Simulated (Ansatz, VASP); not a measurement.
## Cs3Sc: VASP beside Ansatz

```xyz
4
Lattice="6.6587 0.0000 0.0000 0.0000 6.6587 0.0000 0.0000 0.0000 6.6587" Properties=species:S:1:pos:R:3 pbc="T T T"
Cs    0.0000    3.3294    3.3294
Cs    3.3294    0.0000    3.3294
Cs    3.3294    3.3294    0.0000
Sc    0.0000    0.0000    0.0000
```

Alike in both runs: task relaxation of cell and atoms; functional PBE; k mesh 8 × 8 × 8; occupations gaussian, width 0.1 eV; no spin polarisation.

```csv
,VASP,Ansatz
version,VASP 6.6.1,Ansatz 0.2.0
potentials or method,"VASP PAW PBE potentials, release 64 (Cs_sv, Sc_sv), cutoff 600 eV","scalar-relativistic, plane waves, PAW"
valence electrons in the cell,38,38
```

|  | VASP | Ansatz | Ansatz less VASP |
| --- | --- | --- | --- |
| gap on the k mesh at the Fermi level, each at its own relaxed structure (eV) | none | none | - |
| relaxed volume (Å³/atom) | 74.23 | 73.81 | -0.417 |
| relaxed length of the cell vector where the two differ most in proportion (Å) | 6.671 | 6.659 | -0.0125 |

A gap of «none» marks a metal or a gap that the smearing closes.

Neither program's run includes spin-orbit coupling.
